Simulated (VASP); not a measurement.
# C in VASP: further runs, part 2 of 2

VASP 6.6.1.

## (3) Single point, PBE (strain along [111] +2.5%)

Input file INCAR:

```
  PREC = Accurate
  ENCUT = 520
  EDIFF = 1E-6
  ISMEAR = 0
  SIGMA = 0.01
  LREAL = False
  LASPH = True
  NELM = 80
  ALGO = Normal
  ISIF = 2
  LWAVE = False
  LCHARG = True
  GGA = PE
  LELF = True
  LVHAR = True
  NBANDS = 11
```

Input file KPOINTS:

```
Automatic mesh
0
Gamma
  6 6 6
```

Input file POSCAR:

```
C
1.0
    0.0296687357      1.8097928780      1.8097928780
    1.8097928780      0.0296687357      1.8097928780
    1.8097928780      1.8097928780      0.0296687357
C
2
Direct
   -0.0000102659     -0.0000102659     -0.0000102659
    0.2500102659      0.2500102659      0.2500102659
```

Potentials or basis: VASP PAW PBE potentials, release 64 (C).

Started as:

```
cat potpaw_PBE.64/C/POTCAR > POTCAR
mpirun -np 1 vasp_std > vasp.out
```

OUTCAR:

```text
PREC = Accurate
   ENCUT = 520
   EDIFF = 1E-6
   ISMEAR = 0
   LREAL = False
   LASPH = True
   NELM = 80
   ISIF = 2
   GGA = PE

 ion  position               nearest neighbor table
   1  1.000  1.000  1.000-   2 1.55   2 1.55   2 1.55   2 1.58
   2  0.250  0.250  0.250-   1 1.55   1 1.55   1 1.55   1 1.58

  LATTYP: Found a trigonal (rhomboedric) cell.
 ALAT       =     2.5596055861
 COS(alpha) =     0.5163240629

  Lattice vectors:

 A1 = (   0.0296687357,   1.8097928780,   1.8097928780)
 A2 = (   1.8097928780,   0.0296687357,   1.8097928780)
 A3 = (   1.8097928780,   1.8097928780,   0.0296687357)

Analysis of symmetry for initial positions (statically):
=====================================================================
 Subroutine PRICEL returns:
 Original cell was already a primitive cell.

 Routine SETGRP: Setting up the symmetry group for a
 trigonal (rhombohedral) supercell.

 Subroutine GETGRP returns: Found 12 space group operations
 (whereof  6 operations were pure point group operations)
 out of a pool of 12 trial point group operations.

The static configuration has the point symmetry C_3v.
 The point group associated with its full space group is D_3d.

Analysis of symmetry for dynamics (positions and initial velocities):
=====================================================================
 Subroutine PRICEL returns:
 Original cell was already a primitive cell.

 Routine SETGRP: Setting up the symmetry group for a
 trigonal (rhombohedral) supercell.

 Subroutine GETGRP returns: Found 12 space group operations
 (whereof  6 operations were pure point group operations)
 out of a pool of 12 trial point group operations.

The dynamic configuration has the point symmetry C_3v.
 The point group associated with its full space group is D_3d.

 Subroutine INISYM returns: Found 12 space group operations
 (whereof  6 operations are pure point group operations),
 and found     1 'primitive' translations

[... 122 lines left out ...]
   IVDW    =     0    specifies the selected vdW correction
   LEPSILON=     F    determine dielectric tensor
   LRPA    =     F    only Hartree local field effects (RPA)
 non-spin polarized calculation
 Gauss-broadening in eV      SIGMA  =   0.01
  energy-cutoff  :      520.00
  volume of cell :       11.56
 maximum number of plane-waves:       325
   NGX =  9   NGY =  9   NGZ =  9

 number of electron       8.0000000 magnetization

 Free energy of the ion-electron system (eV)
  ---------------------------------------------------
  ext. energy  EPLUGINS =         0.00000000
  ---------------------------------------------------
  free energy    TOTEN  =       -18.15819917 eV

  energy without entropy =      -18.15819917  energy(sigma->0) =      -18.15819917

 E-fermi :   9.6385     XC(G=0): -13.1530

 val. band max:        9.4624648826   @ k =   0.0000   0.0000   0.0000
 cond. band min:      13.5495387342   @ k =   0.3333   0.3333   0.0000
 fundamental gap:      4.0870738517
 Fermi energy:         9.6384686990

 k-point     1 :       0.0000    0.0000    0.0000
  band No.  band energies     occupation
      1     -11.7675      2.00000
      2       9.4397      2.00000
      3       9.4625      2.00000
      4       9.4625      2.00000
      5      14.4629      0.00000
      6      15.2403      0.00000
      7      15.2403      0.00000
      8      22.4070      0.00000
      9      28.5201      0.00000
     10      35.7913      0.00000
     11      35.7913      0.00000
[... 309 lines left out ...]
 k-point    24 :      -0.3333    0.5000    0.1667
  band No.  band energies     occupation
      1      -2.8242      2.00000
      2      -2.4762      2.00000
      3       1.7264      2.00000
      4       1.8737      2.00000
      5      17.2425      0.00000
      6      17.9369      0.00000
      7      23.3589      0.00000
      8      24.0700      0.00000
      9      30.7168      0.00000
     10      30.9737      0.00000
     11      39.5501      0.00000

 [... further k-points ...]

------------------------ aborting loop because EDIFF is reached ----------------------------------------

  FORCE on cell =-STRESS in cart. coord.  units (eV):
  Direction    XX          YY          ZZ          XY          YZ          ZX
  --------------------------------------------------------------------------------------
  -------------------------------------------------------------------------------------
  Total       -0.3879025     -0.3879025     -0.3879025     -0.6328107     -0.6328107     -0.6328107
  in kB      -53.7438096    -53.7438096    -53.7438096    -87.6757849    -87.6757849    -87.6757849
  external PRESSURE =     -53.7438096 kB  Pullay stress =       0.0000000 kB

 VOLUME and BASIS-vectors are now :
 -----------------------------------------------------------------------------
  energy-cutoff  :      520.00
  volume of cell :       11.56
      direct lattice vectors                 reciprocal lattice vectors
     0.029668736  1.809792878  1.809792878    -0.283162859  0.278595716  0.278595716
     1.809792878  0.029668736  1.809792878     0.278595716 -0.283162859  0.278595716
     1.809792878  1.809792878  0.029668736     0.278595716  0.278595716 -0.283162859

 POSITION                                       TOTAL-FORCE (eV/Angst)
 -----------------------------------------------------------------------------------
      3.64922      3.64922      3.64922         0.016763      0.016763      0.016763
      0.91235      0.91235      0.91235        -0.016763     -0.016763     -0.016763
 -----------------------------------------------------------------------------------
    total drift:                                0.000000     -0.000000      0.000000

  FREE ENERGIE OF THE ION-ELECTRON SYSTEM (eV)
  ---------------------------------------------------
  free  energy   TOTEN  =       -18.1581991702 eV

  energy  without entropy=      -18.1581991702  energy(sigma->0) =      -18.15819917
```

Wall time 3 s (1 thread of Intel Xeon Platinum 8375C at 2.90GHz (Ice Lake), shared host); peak memory 0.11 GiB.

Results:

```
Free energy            : -18.1582 eV
Pressure               : -5.4 GPa
Largest force          : 0.029 eV/Å
Band gap on the k mesh : 4.09 eV, indirect (least direct gap 5.00 eV)
```

Forces in eV/Å, atoms in the order of the input:
```
C    0.017  0.017  0.017
C   -0.017 -0.017 -0.017
```

Caveat: the k points lie up to 0.51 Å⁻¹ apart; the cell differs from its parent crystal (strain along [111] +2.5%).

## (4) Single point, PBE

Input file INCAR:

```
PREC = Accurate
ENCUT = 520
EDIFF = 1E-7
ISMEAR = -1
SIGMA = 0.02
LREAL = F
LASPH = T
NELM = 100
ALGO = Normal
ISIF = 2
LWAVE = F
LCHARG = F
GGA = PE
NBANDS = 11
```

Input file KPOINTS:

```
regular mesh
0
Gamma
  12 12 12
```

Input file POSCAR:

```
C
1.0
    0.0000000000      1.7801241423      1.7801241423
    1.7801241423      0.0000000000      1.7801241423
    1.7801241423      1.7801241423      0.0000000000
C
2
Direct
    0.0000000000      0.0000000000      0.0000000000
    0.2500000000      0.2500000000      0.2500000000
```

Started as:

```
cat potpaw_PBE.64/C/POTCAR > POTCAR
mpirun -np 1 vasp_std > vasp.out
```

Wall time 5.1 s (1 thread of Intel Xeon Platinum 8375C at 2.90GHz (Ice Lake), shared host); peak memory 0.12 GiB.

It converged, with:

| Quantity | Value |
| --- | --- |
| Free energy | -18.1837 eV |
| Pressure | 4.9 GPa |
| Band gap on the k mesh | 4.17 eV, indirect (least direct gap 5.60 eV) |

Levels at points of the mesh, in eV from the valence-band top:
| k point | band 1 | band 2 | band 3 | band 4 | band 5 | band 6 | band 7 | band 8 |
| --- | --- | --- | --- | --- | --- | --- | --- | --- |
| (0.00, 0.00, 0.00) | -21.55 | 0.00 | 0.00 | 0.00 | 5.60 | 5.60 | 5.60 | 13.46 |
| (0.50, 0.00, 0.00) | -15.74 | -13.43 | -2.81 | -2.81 | 8.48 | 8.48 | 8.92 | 15.75 |
| (0.50, 0.50, 0.00) | -12.80 | -12.80 | -6.33 | -6.33 | 4.77 | 4.77 | 16.89 | 16.89 |

## (5) Summary

| cell | k mesh | smearing | gap on the mesh (eV) | pressure (GPa) |
| --- | --- | --- | --- | --- |
| a = 2.517 Å, angles 60.0°, 2 atoms | 6 × 6 × 6 | gaussian 0.01 eV | 4.16 | 5.0 |
| a = 2.560 Å, angles 58.9°, 2 atoms | 6 × 6 × 6 | gaussian 0.01 eV | 4.09 | -5.4 |
| a = 2.517 Å, angles 60.0°, 2 atoms | 12 × 12 × 12 | fermi-dirac 0.02 eV | 4.17 | 4.9 |

Alike in all rows: task single point; level PBE; potentials or basis VASP PAW PBE potentials, release 64 (C); no spin polarisation; cutoff (eV) 520.

Caveats: some runs use coarse meshes.

Total energies depend on the potentials used, so only differences within one code and one set of settings carry meaning.
